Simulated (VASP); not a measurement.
# CoSi (P2_13) in VASP: a series of runs

CoSi is run at these levels: PBE; tasks: single point.

Everything below comes from runs of VASP 6.6.1. Logs are shortened: lines on timing, memory, paths and dates and some standing lists are left out, and cuts for length are marked.

**1. The cell of the first run**

Symmetry: P2_13, No. 198, cubic system. The conventional cell has a = 4.431 Å, b = 4.431 Å, c = 4.431 Å, α = 90.00°, β = 90.00°, γ = 90.00°. Co (site symmetry 3) has 7 Si at 2.32 to 2.43 Å and 6 Co at 2.72 Å within 3.1 Å. Within 3.1 Å of Si (site symmetry 3) lie 7 Co at 2.32 to 2.43 Å and 6 Si at 2.74 Å.

**2. Single point, PBE**

File INCAR:

```
  PREC = Accurate
  ENCUT = 520
  EDIFF = 1E-6
  ISMEAR = 0
  SIGMA = 0.1
  LREAL = False
  LASPH = True
  NELM = 100
  ALGO = Normal
  ISIF = 2
  LWAVE = False
  LCHARG = False
  GGA = PE
  NBANDS = 36
```

File KPOINTS:

```
Automatic mesh
0
Gamma
  8 8 8
```

File POSCAR:

```
CoSi
1.0
    4.4308490675      0.0000000000      0.0000000000
    0.0000000000      4.4308490675      0.0000000000
    0.0000000000      0.0000000000      4.4308490675
Co Si
4 4
Direct
    0.1450189122      0.1450189122      0.1450189122
    0.3549810878      0.8549810878      0.6450189122
    0.6450189122      0.3549810878      0.8549810878
    0.8549810878      0.6450189122      0.3549810878
    0.8431597104      0.8431597104      0.8431597104
    0.6568402896      0.1568402896      0.3431597104
    0.3431597104      0.6568402896      0.1568402896
    0.1568402896      0.3431597104      0.6568402896
```

Potentials or basis: VASP PAW PBE potentials, release 64 (Co, Si).

Launch:

```
$ cat potpaw_PBE.64/Co/POTCAR potpaw_PBE.64/Si/POTCAR > POTCAR
$ mpirun -np 1 vasp_std > vasp.out
```

OUTCAR:

```text
PREC = Accurate
   ENCUT = 520
   EDIFF = 1E-6
   ISMEAR = 0
   LREAL = False
   LASPH = True
   NELM = 100
   ISIF = 2
   GGA = PE

 ion  position               nearest neighbor table
   1  0.145  0.145  0.145-   5 2.32   6 2.34   7 2.34   8 2.34   7 2.43   8 2.43   6 2.43   3 2.72
                             4 2.72   2 2.72   2 2.72   4 2.72   3 2.72
   2  0.355  0.855  0.645-   6 2.32   5 2.34   7 2.34   8 2.34   7 2.43   8 2.43   5 2.43   1 2.72
                             1 2.72   3 2.72   3 2.72   4 2.72   4 2.72
   3  0.645  0.355  0.855-   7 2.32   6 2.34   5 2.34   8 2.34   8 2.43   6 2.43   5 2.43   1 2.72
                             4 2.72   2 2.72   2 2.72   4 2.72   1 2.72
   4  0.855  0.645  0.355-   8 2.32   6 2.34   7 2.34   5 2.34   6 2.43   5 2.43   7 2.43   1 2.72
                             3 2.72   2 2.72   1 2.72   2 2.72   3 2.72
   5  0.843  0.843  0.843-   1 2.32   2 2.34   3 2.34   4 2.34   3 2.43   4 2.43   2 2.43   6 2.74
                             7 2.74   8 2.74   6 2.74   8 2.74   7 2.74
   6  0.657  0.157  0.343-   2 2.32   1 2.34   3 2.34   4 2.34   3 2.43   4 2.43   1 2.43   8 2.74
                             5 2.74   5 2.74   7 2.74   7 2.74   8 2.74
   7  0.343  0.657  0.157-   3 2.32   2 2.34   1 2.34   4 2.34   4 2.43   2 2.43   1 2.43   8 2.74
                             5 2.74   8 2.74   6 2.74   6 2.74   5 2.74
   8  0.157  0.343  0.657-   4 2.32   2 2.34   3 2.34   1 2.34   2 2.43   1 2.43   3 2.43   7 2.74
                             5 2.74   7 2.74   5 2.74   6 2.74   6 2.74

  LATTYP: Found a simple cubic cell.
 ALAT       =     4.4308490675

  Lattice vectors:

 A1 = (   4.4308490675,   0.0000000000,   0.0000000000)
 A2 = (   0.0000000000,   4.4308490675,   0.0000000000)
 A3 = (   0.0000000000,   0.0000000000,   4.4308490675)

Analysis of symmetry for initial positions (statically):
=====================================================================
 Subroutine PRICEL returns:
 Original cell was already a primitive cell.

 Routine SETGRP: Setting up the symmetry group for a
 simple cubic supercell.

 Subroutine GETGRP returns: Found 12 space group operations
 (whereof  3 operations were pure point group operations)
 out of a pool of 48 trial point group operations.

The static configuration has the point symmetry C_3 .
 The point group associated with its full space group is T   .

Analysis of symmetry for dynamics (positions and initial velocities):
=====================================================================
 Subroutine PRICEL returns:
 Original cell was already a primitive cell.

 Routine SETGRP: Setting up the symmetry group for a
 simple cubic supercell.

 Subroutine GETGRP returns: Found 12 space group operations
 (whereof  3 operations were pure point group operations)
 out of a pool of 48 trial point group operations.

The dynamic configuration has the point symmetry C_3 .
 The point group associated with its full space group is T   .

 Subroutine INISYM returns: Found 12 space group operations
 (whereof  3 operations are pure point group operations),
 and found     1 'primitive' translations

----------------------------------------------------------------------------------------

                                     Primitive cell

  volume of cell :      86.9883

  direct lattice vectors                    reciprocal lattice vectors
     4.430849067  0.000000000  0.000000000     0.225690378  0.000000000  0.000000000
     0.000000000  4.430849067  0.000000000     0.000000000  0.225690378  0.000000000
     0.000000000  0.000000000  4.430849067     0.000000000  0.000000000  0.225690378

  length of vectors
     4.430849067  4.430849067  4.430849067     0.225690378  0.225690378  0.225690378

  position of ions in fractional coordinates (direct lattice)
     0.145018912  0.145018912  0.145018912
     0.354981088  0.854981088  0.645018912
     0.645018912  0.354981088  0.854981088
     0.854981088  0.645018912  0.354981088
     0.843159710  0.843159710  0.843159710
     0.656840290  0.156840290  0.343159710
     0.343159710  0.656840290  0.156840290
     0.156840290  0.343159710  0.656840290

  ion indices of the primitive-cell ions
   primitive index   ion index
                 1           1
                 2           2
                 3           3
                 4           4
                 5           5
                 6           6
                 7           7
                 8           8

----------------------------------------------------------------------------------------

 KPOINTS: Automatic mesh

Automatic generation of k-mesh.
 Grid dimensions read from file:
 generate k-points for:    8    8    8

 Generating k-lattice:

  Cartesian coordinates                     Fractional coordinates (reciprocal lattice)
     0.028211297  0.000000000  0.000000000     0.125000000  0.000000000  0.000000000
     0.000000000  0.028211297  0.000000000     0.000000000  0.125000000  0.000000000
     0.000000000  0.000000000  0.028211297     0.000000000  0.000000000  0.125000000

  Length of vectors
     0.028211297  0.028211297  0.028211297

  Shift w.r.t. Gamma in fractional coordinates (k-lattice)
     0.000000000  0.000000000  0.000000000

 Subroutine IBZKPT returns following result:
 ===========================================

 Found     45 irreducible k-points:

 Following reciprocal coordinates:
            Coordinates               Weight
  0.000000  0.000000  0.000000      1.000000
  0.125000  0.000000  0.000000      6.000000
  0.250000  0.000000  0.000000      6.000000
  0.375000  0.000000  0.000000      6.000000
  0.500000  0.000000  0.000000      3.000000
  0.125000  0.125000  0.000000     12.000000
[... 16 lines left out ...]
  0.250000  0.125000  0.125000     24.000000
  0.375000  0.125000  0.125000     24.000000
 [... further k-points ...]
   k-points           NKPTS =     45   k-points in BZ     NKDIM =     45   number of bands    NBANDS=     36
   number of dos      NEDOS =    301   number of ions     NIONS =      8
   total plane-waves  NPLWV =  46656
   dimension x,y,z NGX =    36 NGY =   36 NGZ =   36
   dimension x,y,z NGXF=    72 NGYF=   72 NGZF=   72
   ions per type =               4   4
   NGX,Y,Z   is equivalent  to a cutoff of  13.51, 13.51, 13.51 a.u.
   NGXF,Y,Z  is equivalent  to a cutoff of  27.01, 27.01, 27.01 a.u.
 SYSTEM =  unknown system
   PREC   = accura    normal or accurate (medium, high low for compatibility)
   ISTART =      0    job   : 0-new  1-cont  2-samecut
   ICHARG =      2    charge: 1-file 2-atom 10-const
   ISPIN  =      1    spin polarized calculation?
   LNONCOLLINEAR =      F non collinear calculations
   LSORBIT =      F    spin-orbit coupling
   LASPH  =      T    aspherical Exc in radial PAW
   ENCUT  =  520.0 eV  38.22 Ry    6.18 a.u.   8.24  8.24  8.24*2*pi/ulx,y,z
   NELM   =    100;   NELMIN=  2; NELMDL= -5     # of ELM steps
   EDIFF  = 0.1E-05   stopping-criterion for ELM
   LREAL  =      F    real-space projection
   EDIFFG = 0.1E-04   stopping-criterion for IOM
   NSW    =      0    number of steps for IOM
   IBRION =     -1    ionic relax: 0-MD 1-quasi-New 2-CG
   NFREE  =      0    steps in history (QN), initial steepest desc. (CG)
   ISIF   =      2    stress and relaxation
   ISYM   =      2    0-nonsym 1-usesym 2-fastsym
   POTIM  = 0.5000    time-step for ionic-motion
   TEBEG  =    0.0;   TEEND  =   0.0 temperature during run
   PSTRESS=    0.0 pullay stress
   NELECT =      52.0000    total number of electrons
   NUPDOWN=      -1.0000    fix difference up-down
   EMIN   =  10.00;   EMAX   =-10.00  energy-range for DOS
   EFERMI =   0.00;   METHOD = LEGACY
   ISMEAR =     0;   SIGMA  =   0.10  broadening in eV -4-tet -1-fermi 0-gaus
   EFERMI_NEDOS =   21; number of points for ismear=-14 and -15
   IALGO  =     38    algorithm
   IMIX   =      4    mixing-type and parameters
     AMIX     =   0.40;   BMIX     =  1.00
     AMIX_MAG =   1.60;   BMIX_MAG =  1.00
  volume/ion in A,a.u.               =      10.87        73.38
  Fermi-wavevector in a.u.,A,eV,Ry     =   1.379079  2.606080 25.876342  1.901858
  Thomas-Fermi vector in A             =   2.504081
   LORBIT       =      0    0 simple, 1 ext, 2 COOP (PROOUT), +10 PAW based schemes
   GGA     = PE    functional components
   LHFCALC =     F    Hartree Fock is set to
   AEXX    =    0.0000 exact exchange contribution
   IVDW    =     0    specifies the selected vdW correction
   LEPSILON=     F    determine dielectric tensor
   LRPA    =     F    only Hartree local field effects (RPA)
 non-spin polarized calculation
 Gauss-broadening in eV      SIGMA  =   0.10
  energy-cutoff  :      520.00
  volume of cell :       86.99
 maximum number of plane-waves:      2360
 NGX is ok and might be reduce to    36
   NGX = 17   NGY = 17   NGZ = 17

 number of electron      52.0000004 magnetization

 Free energy of the ion-electron system (eV)
  ---------------------------------------------------
  ext. energy  EPLUGINS =         0.00000000
  ---------------------------------------------------
  free energy    TOTEN  =       -54.75144886 eV

  energy without entropy =      -54.74458138  energy(sigma->0) =      -54.74801512

 E-fermi :  12.1214     XC(G=0): -12.8669

 val. band max:       12.1020522061   @ k =   0.5000   0.5000   0.3750
 cond. band min:      12.2405864492   @ k =   0.3750   0.3750   0.3750
 fundamental gap:      0.1385342431
 Fermi energy:        12.1213893682

 k-point     1 :       0.0000    0.0000    0.0000
  band No.  band energies     occupation
      1      -1.5642      2.00000
      2       3.9299      2.00000
      3       3.9299      2.00000
      4       3.9299      2.00000
      5       6.6303      2.00000
      6       6.6303      2.00000
[... 28 lines left out ...]
     35      15.6770      0.00000
     36      16.9701      0.00000

 k-point     2 :       0.1250    0.0000    0.0000
  band No.  band energies     occupation
      1      -1.4478      2.00000
      2       3.1365      2.00000
      3       4.0043      2.00000
      4       4.5006      2.00000
      5       6.1965      2.00000
      6       6.7001      2.00000
[... 28 lines left out ...]
     35      16.0942      0.00000
     36      17.4054      0.00000
[... 817 lines left out ...]
     35      16.6370      0.00000
     36      17.2003      0.00000

 k-point    24 :       0.3750    0.1250    0.1250
  band No.  band energies     occupation
      1      -0.3173      2.00000
      2       1.3258      2.00000
      3       3.9586      2.00000
      4       4.8998      2.00000
      5       5.7634      2.00000
      6       6.4994      2.00000
[... 28 lines left out ...]
     35      16.9444      0.00000
     36      17.7541      0.00000

 [... further k-points ...]
[... 5 lines left out ...]
  --------------------------------------------------------------------------------------
  -------------------------------------------------------------------------------------
  Total       -0.0623256     -0.0623256     -0.0623256      0.0000000      0.0000000      0.0000000
  in kB       -1.1479327     -1.1479327     -1.1479327      0.0000000      0.0000000      0.0000000
  external PRESSURE =      -1.1479327 kB  Pullay stress =       0.0000000 kB

 VOLUME and BASIS-vectors are now :
 -----------------------------------------------------------------------------
  energy-cutoff  :      520.00
  volume of cell :       86.99
      direct lattice vectors                 reciprocal lattice vectors
     4.430849067  0.000000000  0.000000000     0.225690378  0.000000000  0.000000000
     0.000000000  4.430849067  0.000000000     0.000000000  0.225690378  0.000000000
     0.000000000  0.000000000  4.430849067     0.000000000  0.000000000  0.225690378

 POSITION                                       TOTAL-FORCE (eV/Angst)
 -----------------------------------------------------------------------------------
      0.64256      0.64256      0.64256         0.001046      0.001046      0.001046
      1.57287      3.78829      2.85798        -0.001046     -0.001046      0.001046
      2.85798      1.57287      3.78829         0.001046     -0.001046     -0.001046
      3.78829      2.85798      1.57287        -0.001046      0.001046     -0.001046
      3.73591      3.73591      3.73591         0.002038      0.002038      0.002038
      2.91036      0.69494      1.52049        -0.002038     -0.002038      0.002038
      1.52049      2.91036      0.69494         0.002038     -0.002038     -0.002038
      0.69494      1.52049      2.91036        -0.002038      0.002038     -0.002038
 -----------------------------------------------------------------------------------
    total drift:                               -0.000000      0.000000      0.000000

  FREE ENERGIE OF THE ION-ELECTRON SYSTEM (eV)
  ---------------------------------------------------
  free  energy   TOTEN  =       -54.7514488574 eV

  energy  without entropy=      -54.7445813840  energy(sigma->0) =      -54.74801512
```

It took 4 min on 1 thread of Intel Xeon 8259CL, shared host; peak memory 0.27 GiB.

Results:

| Item | Value |
| --- | --- |
| Free energy | -54.7514 eV |
| Pressure | -0.1 GPa |
| Largest force | 0.004 eV/Å |
| Band gap on the k mesh | zero (bands 26 and 27 overlap by 0.21 eV) |

Forces on the atoms (eV/Å):
```
Co   0.001  0.001  0.001
Co  -0.001 -0.001  0.001
Co   0.001 -0.001 -0.001
Co  -0.001  0.001 -0.001
Si   0.002  0.002  0.002
Si  -0.002 -0.002  0.002
Si   0.002 -0.002 -0.002
Si  -0.002  0.002 -0.002
```

(Part 1 of 2 ends here.)

The gap in the log of VASP goes by the Fermi energy; the results here count the filled bands.